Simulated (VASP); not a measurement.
Input of a VASP 6.6.1 run:

File INCAR:

```
SYSTEM = LiHf32O64
PREC = Accurate
ENCUT = 520
EDIFF = 1E-7
ISMEAR = -1
SIGMA = 0.01
LREAL = Auto
LASPH = .TRUE.
NELM = 100
ALGO = Normal
ISIF = 2
LWAVE = .FALSE.
LCHARG = .FALSE.
GGA = PE
NELECT = 706.0
NBANDS = 408
```

Contents of KPOINTS:

```
Automatic mesh
0
G
  1 1 1
  0 0 0
```

File POSCAR:

```
LiHf32O64
1.0
   10.5886410500      0.0000000000      0.0000000000
    5.2943205200     10.1394069600      0.0000000000
    0.0000000000      0.0000000000     10.2034546700
Hf O Li
32 64 1
Direct
    0.1995213451      0.6336633913      0.1190484046
    0.4522322494      0.1312168458      0.1094125506
    0.1475154231      0.1338306082      0.3690179573
    0.4155118539      0.6339818517      0.3699892950
    0.0839239482      0.3648317909      0.1198740073
    0.3332316747      0.8685646049      0.1212137497
    0.0499900013      0.8636046501      0.3691447771
    0.2979642566      0.3725850057      0.3683009453
    0.1993596310      0.6349136617      0.6214103169
    0.4511413602      0.1343757091      0.6242995344
    0.1674697813      0.1336612689      0.8693470287
    0.4174597219      0.6346105867      0.8697316043
    0.0838295548      0.3662252649      0.6194442181
    0.3317608003      0.8699004818      0.6182825527
    0.0511228398      0.8668892604      0.8694058323
    0.2991856015      0.3696850333      0.8688274008
    0.7014564440      0.6309828598      0.1173547626
    0.9468650666      0.1317339372      0.1162362198
    0.6691852699      0.1318060322      0.3681536422
    0.9189221219      0.6305777079      0.3688693802
    0.5810904172      0.3679981497      0.1181749749
    0.8334610094      0.8665439739      0.1188510205
    0.5600325412      0.8538040769      0.3712823865
    0.7954523701      0.3690053092      0.3693153076
    0.7011679528      0.6312087112      0.6206837003
    0.9459714003      0.1348468412      0.6226653820
    0.6700072470      0.1331299755      0.8686936226
    0.9186636611      0.6333056781      0.8691613073
    0.5812190524      0.3671207808      0.6190000548
    0.8328410526      0.8668912329      0.6189735932
    0.5517760480      0.8648831272      0.8682411288
    0.8006341233      0.3678067184      0.8692018818
    0.1617960965      0.0323649106      0.1916120631
    0.4148769023      0.5312059198      0.1945986006
    0.0461254777      0.0322432072      0.4441762272
    0.2991937777      0.5356404986      0.4433588570
   -0.0005354183      0.7299951594      0.2442552136
    0.2452795056      0.2277291965      0.2464551548
    0.0203662914      0.7294756024      0.4945421098
    0.2748284306      0.2286197811      0.4917602089
    0.2500834237      0.7708493239      0.4943092475
    0.5026827724      0.2666941973      0.4940277742
    0.2308315210      0.7674212141      0.2447325029
    0.4763872519      0.2617405545      0.2452684979
    0.1995748933      0.4655906424      0.1913408804
    0.4499093663      0.9713698285      0.1997927237
    0.0843798581      0.4638827516      0.4411203015
    0.3341329432      0.9721332854      0.4362531264
    0.1649718724      0.0354071990      0.6904349779
    0.4154682557      0.5345488174      0.6920320841
    0.0508040054      0.0343389906      0.9395201243
    0.3010065583      0.5347150007      0.9420200619
   -0.0006669374      0.7317363855      0.7442782122
    0.2500193151      0.2314059401      0.7437037989
    0.0208658803      0.7315459404      0.9939990256
    0.2695376030      0.2336513377      0.9931033486
    0.2524721962      0.7696612860      0.9958924040
    0.5028389284      0.2684038633      0.9934551902
    0.2306061780      0.7702686193      0.7448330243
    0.4807110902      0.2701545574      0.7451707530
    0.1992008028      0.4668087610      0.6911497359
    0.4489184202      0.9669212449      0.6919065384
    0.0842997985      0.4668532409      0.9421536441
    0.3357381795      0.9694052166      0.9463520261
    0.6673725521      0.0329342733      0.1886568875
    0.9168243587      0.5310280987      0.1915974602
    0.5560871820      0.0272060290      0.4444418235
    0.7982262075      0.5347466594      0.4404507243
    0.4992744444      0.7317749479      0.2452877071
    0.7439809909      0.2328444858      0.2428802871
    0.5188016246      0.7303867997      0.4961198108
    0.7692721549      0.2305403077      0.4934863890
    0.7529401547      0.7658255587      0.4942858241
    0.9958350567      0.2711817378      0.4959247788
    0.7322443969      0.7655960581      0.2433013210
    0.9747861153      0.2668885873      0.2440387183
    0.6977950818      0.4669585725      0.1908631011
    0.9492411302      0.9656520385      0.1922117619
    0.5821928683      0.4665015438      0.4415922985
    0.8342557600      0.9638347724      0.4404859085
    0.6668467264      0.0343223229      0.6913186982
    0.9169496106      0.5325963364      0.6909028587
    0.5524553567      0.0334570849      0.9367439077
    0.8007791123      0.5343090598      0.9403144631
    0.4979588405      0.7332105348      0.7447785329
    0.7491096384      0.2319700757      0.7435275841
    0.5200412972      0.7327154368      0.9953689538
    0.7696032946      0.2324955502      0.9926029298
    0.7521172183      0.7686538306      0.9934019729
    1.0023245849      0.2680150832      0.9950028033
    0.7309648981      0.7680164166      0.7435141572
    0.9806566434      0.2691060740      0.7454804521
    0.6993475860      0.4658815864      0.6915100060
    0.9487817445      0.9664212156      0.6920697184
    0.5841896755      0.4677771608      0.9423488721
    0.8354619175      0.9670777629      0.9424321772
    0.3915055332      0.1029460603      0.3596949385
```

Potentials or basis: VASP PAW PBE potentials, release 64 (Hf_pv, O, Li_sv).

Run with:

```console
$ cat potpaw_PBE.64/Hf_pv/POTCAR potpaw_PBE.64/O/POTCAR potpaw_PBE.64/Li_sv/POTCAR > POTCAR
$ mpirun -np 1 vasp_gam > vasp.out
```

(1) Estimate the largest force.

Answers

(1) 0.110 eV/Å.

Caveat: the k points lie up to 0.67 Å⁻¹ apart; the cell carries a net charge on a neutralising background, which shifts energy and pressure.
